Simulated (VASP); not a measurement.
# BN (P6_3/mmc) in VASP: a series of runs

Runs on BN. Level: PBE. Tasks: electric field gradients.

All numbers are computed with VASP 6.6.1; they aren't measurements. Logs are shortened: lines on timing, memory, paths and dates and some standing lists are left out, and cuts for length are marked.

## (1) The cell of the first run

The structure is hexagonal, space group P6_3/mmc (No. 194). Conventional cell: a = 2.454 Å, b = 2.454 Å, c = 6.661 Å, α = 90.00°, β = 90.00°, γ = 120.00°. Within 1.9 Å of B (site symmetry -6m2) lie 3 N at 1.42 Å. N (site symmetry -6m2) has 3 B at 1.42 Å within 1.9 Å.

## (2) Electric field gradients, PBE (equal xx and yy strain of -2 %)

Contents of INCAR:

```
PREC = Accurate
ENCUT = 520
EDIFF = 1E-8
ISMEAR = -1
SIGMA = 0.02
LREAL = F
LASPH = T
NELM = 100
ALGO = Normal
ISIF = 2
LWAVE = F
LCHARG = F
GGA = PE
LEFG = T
NBANDS = 16
```

Contents of KPOINTS:

```
regular mesh
0
Gamma
  11 11 4
```

Contents of POSCAR:

```
BN
1.0
    2.4539118702      0.0000000000      0.0000000000
   -1.2269559352      2.1251500183      0.0000000000
    0.0000000000      0.0000000000      6.6612000000
B N
2 2
Direct
    0.3333333333      0.6666666667      0.2500000000
    0.6666666667      0.3333333333      0.7500000000
    0.3333333333      0.6666666667      0.7500000000
    0.6666666667      0.3333333333      0.2500000000
```

Potentials or basis: VASP PAW PBE potentials, release 64 (B, N).

Run with:

```
$ cat potpaw_PBE.64/B/POTCAR potpaw_PBE.64/N/POTCAR > POTCAR
$ mpirun -np 1 vasp_std > vasp.out
```

OUTCAR:

```text
PREC = Accurate
   ENCUT = 520
   EDIFF = 1E-8
   ISMEAR = -1
   LREAL = F
   LASPH = T
   NELM = 100
   ISIF = 2
   GGA = PE

 ion  position               nearest neighbor table
   1  0.333  0.667  0.250-   4 1.42   4 1.42   4 1.42
   2  0.667  0.333  0.750-   3 1.42   3 1.42   3 1.42
   3  0.333  0.667  0.750-   2 1.42   2 1.42   2 1.42
   4  0.667  0.333  0.250-   1 1.42   1 1.42   1 1.42

  LATTYP: Found a hexagonal cell.
 ALAT       =     2.4539118702
 C/A-ratio  =     2.7145229138

  Lattice vectors:

 A1 = (   2.4539118702,   0.0000000000,   0.0000000000)
 A2 = (  -1.2269559352,   2.1251500183,   0.0000000000)
 A3 = (   0.0000000000,   0.0000000000,   6.6612000000)

Analysis of symmetry for initial positions (statically):
=====================================================================
 Subroutine PRICEL returns:
 Original cell was already a primitive cell.

 Routine SETGRP: Setting up the symmetry group for a
 hexagonal supercell.

 Subroutine GETGRP returns: Found 24 space group operations
 (whereof 12 operations were pure point group operations)
 out of a pool of 24 trial point group operations.

The static configuration has the point symmetry D_3d.
 The point group associated with its full space group is D_6h.

Analysis of symmetry for dynamics (positions and initial velocities):
=====================================================================
 Subroutine PRICEL returns:
 Original cell was already a primitive cell.

 Routine SETGRP: Setting up the symmetry group for a
 hexagonal supercell.

 Subroutine GETGRP returns: Found 24 space group operations
 (whereof 12 operations were pure point group operations)
 out of a pool of 24 trial point group operations.

The dynamic configuration has the point symmetry D_3d.
 The point group associated with its full space group is D_6h.

 Subroutine INISYM returns: Found 24 space group operations
 (whereof 12 operations are pure point group operations),
 and found     1 'primitive' translations

----------------------------------------------------------------------------------------

                                     Primitive cell

  volume of cell :      34.7377

  direct lattice vectors                    reciprocal lattice vectors
     2.453911870  0.000000000  0.000000000     0.407512597  0.235277508  0.000000000
    -1.226955935  2.125150018  0.000000000     0.000000000  0.470555016  0.000000000
     0.000000000  0.000000000  6.661200000     0.000000000  0.000000000  0.150123101

  length of vectors
     2.453911870  2.453911870  6.661200000     0.470555016  0.470555016  0.150123101

  position of ions in fractional coordinates (direct lattice)
     0.333333333  0.666666667  0.250000000
     0.666666667  0.333333333  0.750000000
     0.333333333  0.666666667  0.750000000
     0.666666667  0.333333333  0.250000000

  ion indices of the primitive-cell ions
   primitive index   ion index
                 1           1
                 2           2
                 3           3
                 4           4

----------------------------------------------------------------------------------------

 KPOINTS: regular mesh

Automatic generation of k-mesh.
 Grid dimensions read from file:
 generate k-points for:   11   11    4

 Generating k-lattice:

  Cartesian coordinates                     Fractional coordinates (reciprocal lattice)
     0.037046600  0.021388864  0.000000000     0.090909091  0.000000000  0.000000000
     0.000000000  0.042777729  0.000000000     0.000000000  0.090909091  0.000000000
     0.000000000  0.000000000  0.037530775     0.000000000  0.000000000  0.250000000

  Length of vectors
     0.042777729  0.042777729  0.037530775

  Shift w.r.t. Gamma in fractional coordinates (k-lattice)
     0.000000000  0.000000000  0.000000000

 Subroutine IBZKPT returns following result:
 ===========================================

 Found     48 irreducible k-points:

 Following reciprocal coordinates:
            Coordinates               Weight
  0.000000  0.000000  0.000000      1.000000
  0.090909 -0.000000  0.000000      6.000000
  0.181818 -0.000000  0.000000      6.000000
  0.272727 -0.000000  0.000000      6.000000
  0.363636 -0.000000  0.000000      6.000000
  0.454545  0.000000  0.000000      6.000000
[... 16 lines left out ...]
  0.090909  0.090909  0.250000     12.000000
  0.181818  0.090909  0.250000     24.000000
 [... further k-points ...]
   k-points           NKPTS =     48   k-points in BZ     NKDIM =     48   number of bands    NBANDS=     16
   number of dos      NEDOS =    301   number of ions     NIONS =      4
   total plane-waves  NPLWV =  16200
   dimension x,y,z NGX =    18 NGY =   18 NGZ =   50
   dimension x,y,z NGXF=    36 NGYF=   36 NGZF=  100
   ions per type =               2   2
   NGX,Y,Z   is equivalent  to a cutoff of  12.19, 12.19, 12.48 a.u.
   NGXF,Y,Z  is equivalent  to a cutoff of  24.39, 24.39, 24.96 a.u.
 SYSTEM =  unknown system
   PREC   = accura    normal or accurate (medium, high low for compatibility)
   ISTART =      0    job   : 0-new  1-cont  2-samecut
   ICHARG =      2    charge: 1-file 2-atom 10-const
   ISPIN  =      1    spin polarized calculation?
   LNONCOLLINEAR =      F non collinear calculations
   LSORBIT =      F    spin-orbit coupling
   LASPH  =      T    aspherical Exc in radial PAW
   ENCUT  =  520.0 eV  38.22 Ry    6.18 a.u.   4.56  4.56 12.39*2*pi/ulx,y,z
   NELM   =    100;   NELMIN=  2; NELMDL= -5     # of ELM steps
   EDIFF  = 0.1E-07   stopping-criterion for ELM
   LREAL  =      F    real-space projection
   EDIFFG = 0.1E-06   stopping-criterion for IOM
   NSW    =      0    number of steps for IOM
   IBRION =     -1    ionic relax: 0-MD 1-quasi-New 2-CG
   NFREE  =      0    steps in history (QN), initial steepest desc. (CG)
   ISIF   =      2    stress and relaxation
   ISYM   =      2    0-nonsym 1-usesym 2-fastsym
   POTIM  = 0.5000    time-step for ionic-motion
   TEBEG  =    0.0;   TEEND  =   0.0 temperature during run
   PSTRESS=    0.0 pullay stress
   NELECT =      16.0000    total number of electrons
   NUPDOWN=      -1.0000    fix difference up-down
   EMIN   =  10.00;   EMAX   =-10.00  energy-range for DOS
   EFERMI =   0.00;   METHOD = LEGACY
   ISMEAR =    -1;   SIGMA  =   0.02  broadening in eV -4-tet -1-fermi 0-gaus
   EFERMI_NEDOS =   21; number of points for ismear=-14 and -15
   IALGO  =     38    algorithm
   IMIX   =      4    mixing-type and parameters
     AMIX     =   0.40;   BMIX     =  1.00
     AMIX_MAG =   1.60;   BMIX_MAG =  1.00
  volume/ion in A,a.u.               =       8.68        58.61
  Fermi-wavevector in a.u.,A,eV,Ry     =   1.264293  2.389168 21.748061  1.598437
  Thomas-Fermi vector in A             =   2.397606
   LORBIT       =      0    0 simple, 1 ext, 2 COOP (PROOUT), +10 PAW based schemes
   GGA     = PE    functional components
   LHFCALC =     F    Hartree Fock is set to
   AEXX    =    0.0000 exact exchange contribution
   IVDW    =     0    specifies the selected vdW correction
   LEPSILON=     F    determine dielectric tensor
   LRPA    =     F    only Hartree local field effects (RPA)
 non-spin polarized calculation
  energy-cutoff  :      520.00
  volume of cell :       34.74
 maximum number of plane-waves:       955
   NGX =  9   NGY =  9   NGZ = 25

 number of electron      15.9999999 magnetization

 Free energy of the ion-electron system (eV)
  ---------------------------------------------------
  ext. energy  EPLUGINS =         0.00000000
  ---------------------------------------------------
  free energy    TOTEN  =       -35.01639218 eV

  energy without entropy =      -35.01639218  energy(sigma->0) =      -35.01639218

 E-fermi :   2.9967     XC(G=0): -10.1727

 val. band max:        2.5370644985   @ k =   0.3636   0.2727   0.0000
 cond. band min:       6.9793461547   @ k =   0.4545   0.0909   0.0000
 fundamental gap:      4.4422816562
 Fermi energy:         2.9966524719

 k-point     1 :       0.0000    0.0000    0.0000
  band No.  band energies     occupation
      1     -15.6468      2.00000
      2     -15.3652      2.00000
      3      -3.9935      2.00000
      4      -1.9420      2.00000
      5       1.2573      2.00000
      6       1.2573      2.00000
[... 433 lines left out ...]
      3      -2.2955      2.00000
      4      -2.2062      2.00000
      5      -2.0877      2.00000
      6      -0.8455      2.00000
[... 8 lines left out ...]
     15      18.0467      0.00000
     16      18.1866      0.00000

 [... further k-points ...]
[... 5 lines left out ...]
  --------------------------------------------------------------------------------------
  -------------------------------------------------------------------------------------
  Total        6.0201313      6.0201313      0.6117879     -0.0000000      0.0000000      0.0000000
  in kB      277.6614040    277.6614040     28.2169758     -0.0000000      0.0000000      0.0000000
  external PRESSURE =     194.5132612 kB  Pullay stress =       0.0000000 kB

 VOLUME and BASIS-vectors are now :
 -----------------------------------------------------------------------------
  energy-cutoff  :      520.00
  volume of cell :       34.74
      direct lattice vectors                 reciprocal lattice vectors
     2.453911870  0.000000000  0.000000000     0.407512597  0.235277508  0.000000000
    -1.226955935  2.125150018  0.000000000     0.000000000  0.470555016  0.000000000
     0.000000000  0.000000000  6.661200000     0.000000000  0.000000000  0.150123101

 POSITION                                       TOTAL-FORCE (eV/Angst)
 -----------------------------------------------------------------------------------
     -0.00000      1.41677      1.66530         0.000000     -0.000000      0.000000
      1.22696      0.70838      4.99590        -0.000000      0.000000      0.000000
     -0.00000      1.41677      4.99590         0.000000     -0.000000      0.000000
      1.22696      0.70838      1.66530         0.000000      0.000000      0.000000
 -----------------------------------------------------------------------------------
    total drift:                               -0.000000      0.000000      0.000000

  FREE ENERGIE OF THE ION-ELECTRON SYSTEM (eV)
  ---------------------------------------------------
  free  energy   TOTEN  =       -35.0163921775 eV

  energy  without entropy=      -35.0163921775  energy(sigma->0) =      -35.01639218

 Electric field gradients (V/A^2)
---------------------------------------------------------------------
 ion       V_xx      V_yy      V_zz      V_xy      V_xz      V_yz
---------------------------------------------------------------------
   1     -18.240   -18.239    36.479     0.000    -0.000    -0.000
   2     -18.240   -18.239    36.479     0.000     0.000    -0.000
   3      -4.163    -4.165     8.328    -0.002    -0.000     0.000
   4      -4.163    -4.165     8.328    -0.002     0.000     0.000
---------------------------------------------------------------------

 Electric field gradients after diagonalization (V/A^2)
 (convention: |V_zz| > |V_xx| > |V_yy|)
----------------------------------------------------------------------
 ion       V_xx      V_yy      V_zz     asymmetry (V_yy - V_xx)/ V_zz
----------------------------------------------------------------------
   1     -18.240   -18.239    36.479       0.000
   2     -18.240   -18.239    36.479       0.000
   3      -4.166    -4.162     8.328       0.000
   4      -4.166    -4.162     8.328       0.000
----------------------------------------------------------------------

           NMR quadrupolar parameters

 Cq : quadrupolar parameter    Cq=e*Q*V_zz/h
 eta: asymmetry parameters     (V_yy - V_xx)/ V_zz
 Q  : nuclear electric quadrupole moment in mb (millibarn)
----------------------------------------------------------------------
 ion       Cq(MHz)       eta       Q (mb)
----------------------------------------------------------------------
   1       0.088       0.000       1.000
   2       0.088       0.000       1.000
   3       0.020       0.000       1.000
   4       0.020       0.000       1.000
----------------------------------------------------------------------
```

Run time: 46 s. Hardware: 1 thread of Intel Xeon 8259CL, shared host; peak memory 0.15 GiB.

Results:

- Free energy: -35.0164 eV
- Pressure: 19.5 GPa
- Band gap on the k mesh: 4.44 eV, indirect (least direct gap 4.83 eV)

Electric field gradients, principal values (V/Å²):
| atom | least | middle | greatest (by size) |
| --- | --- | --- | --- |
| 1 B | -18.239 | -18.240 | 36.479 |
| 2 B | -18.239 | -18.240 | 36.479 |
| 3 N | -4.162 | -4.166 | 8.328 |
| 4 N | -4.162 | -4.166 | 8.328 |

Caveat: the cell differs from its parent crystal (equal xx and yy strain of -2 %); without QUAD_EFG the Cq values of the log hold for a quadrupole moment of 1 mb, not for the nuclei; this functional lacks dispersion, which binds the layers, so the pressure and a relaxed spacing across them are unreliable.

## (3) Electric field gradients, PBE (equal xx and yy strain of +1 %)

Contents of INCAR:

```
  PREC = Accurate
  ENCUT = 520
  EDIFF = 1E-8
  ISMEAR = -1
  SIGMA = 0.02
  LREAL = False
  LASPH = True
  NELM = 80
  ALGO = Normal
  ISIF = 2
  LWAVE = False
  LCHARG = False
  GGA = PE
  LEFG = True
  NBANDS = 16
```

Contents of KPOINTS:

```
Automatic mesh
0
Gamma
  11 11 4
```

Changes to POSCAR since step 2:

```diff
@@ -2,4 +2,4 @@
 1.0
-    2.4539118702      0.0000000000      0.0000000000
-   -1.2269559352      2.1251500183      0.0000000000
+    2.5290316213      0.0000000000      0.0000000000
+   -1.2645158107      2.1902056311      0.0000000000
     0.0000000000      0.0000000000      6.6612000000
```

Potentials or basis: VASP PAW PBE potentials, release 64 (B, N).

Run with:

```
$ cat potpaw_PBE.64/B/POTCAR potpaw_PBE.64/N/POTCAR > POTCAR
$ mpirun -np 1 vasp_std > vasp.out
```

OUTCAR:

```text
PREC = Accurate
   ENCUT = 520
   EDIFF = 1E-8
   ISMEAR = -1
   LREAL = False
   LASPH = True
   NELM = 80
   ISIF = 2
   GGA = PE

 ion  position               nearest neighbor table
   1  0.333  0.667  0.250-   4 1.46   4 1.46   4 1.46
   2  0.667  0.333  0.750-   3 1.46   3 1.46   3 1.46
   3  0.333  0.667  0.750-   2 1.46   2 1.46   2 1.46
   4  0.667  0.333  0.250-   1 1.46   1 1.46   1 1.46

  LATTYP: Found a hexagonal cell.
 ALAT       =     2.5290316213
 C/A-ratio  =     2.6338935203

  Lattice vectors:

[... 684 lines left out ...]
---------------------------------------------------------------------
 ion       V_xx      V_yy      V_zz      V_xy      V_xz      V_yz
---------------------------------------------------------------------
   1     -17.201   -17.201    34.402     0.000    -0.000     0.000
   2     -17.201   -17.201    34.402     0.000     0.000    -0.000
   3       0.765     0.764    -1.530    -0.001    -0.000     0.000
   4       0.765     0.764    -1.530    -0.001     0.000    -0.000
---------------------------------------------------------------------

 Electric field gradients after diagonalization (V/A^2)
 (convention: |V_zz| > |V_xx| > |V_yy|)
----------------------------------------------------------------------
 ion       V_xx      V_yy      V_zz     asymmetry (V_yy - V_xx)/ V_zz
----------------------------------------------------------------------
   1     -17.201   -17.201    34.402       0.000
   2     -17.201   -17.201    34.402       0.000
   3       0.766     0.764    -1.530       0.001
   4       0.766     0.764    -1.530       0.001
----------------------------------------------------------------------

           NMR quadrupolar parameters

 Cq : quadrupolar parameter    Cq=e*Q*V_zz/h
 eta: asymmetry parameters     (V_yy - V_xx)/ V_zz
 Q  : nuclear electric quadrupole moment in mb (millibarn)
----------------------------------------------------------------------
 ion       Cq(MHz)       eta       Q (mb)
----------------------------------------------------------------------
   1       0.083       0.000       1.000
   2       0.083       0.000       1.000
   3      -0.004       0.001       1.000
   4      -0.004       0.001       1.000
----------------------------------------------------------------------
```

stdout:

```text
POSCAR found type information on POSCAR B N
 POSCAR found :  2 types and       4 ions
 scaLAPACK will be used
 LDA part: xc-table for (Slater+PW92), standard interpolation
 POSCAR, INCAR and KPOINTS ok, starting setup
 FFT: planning ... GRIDC
 FFT: planning ... GRID_SOFT
 FFT: planning ... GRID
 WAVECAR not read
 entering main loop
ion   1

ion   2

ion   3

ion   4
```

Wall time 52 s (1 thread of Intel Xeon 8259CL, shared host); peak memory 0.16 GiB.

What came out:

| Property | Result |
| --- | --- |
| Free energy | -35.1484 eV |
| Pressure | -3.6 GPa |
| Band gap on the k mesh | 4.28 eV, indirect (least direct gap 4.59 eV) |

Stress tensor (GPa, compression positive):
```
-6.66  0.00  0.00
 0.00 -6.66  0.00
 0.00  0.00  2.63
```

Levels at points of the mesh, in eV from the valence-band top:
```csv
k point,band 6,band 7,band 8,band 9,band 10,band 11
"(0.00, 0.00, 0.00)",-1.39,-1.36,-1.36,5.21,10.14,11.27
"(0.00, 0.00, 0.50)",-1.38,-1.38,-1.38,7.52,7.52,11.33
```

Electric field gradients, principal values (V/Å²):
```csv
atom,least,middle,greatest (by size)
1 B,-17.201,-17.201,34.402
2 B,-17.201,-17.201,34.402
3 N,0.764,0.766,-1.530
4 N,0.764,0.766,-1.530
```

Caveat: the cell differs from its parent crystal (equal xx and yy strain of +1 %); without QUAD_EFG the Cq values of the log hold for a quadrupole moment of 1 mb, not for the nuclei; this functional lacks dispersion, which binds the layers, so the pressure and a relaxed spacing across them are unreliable.
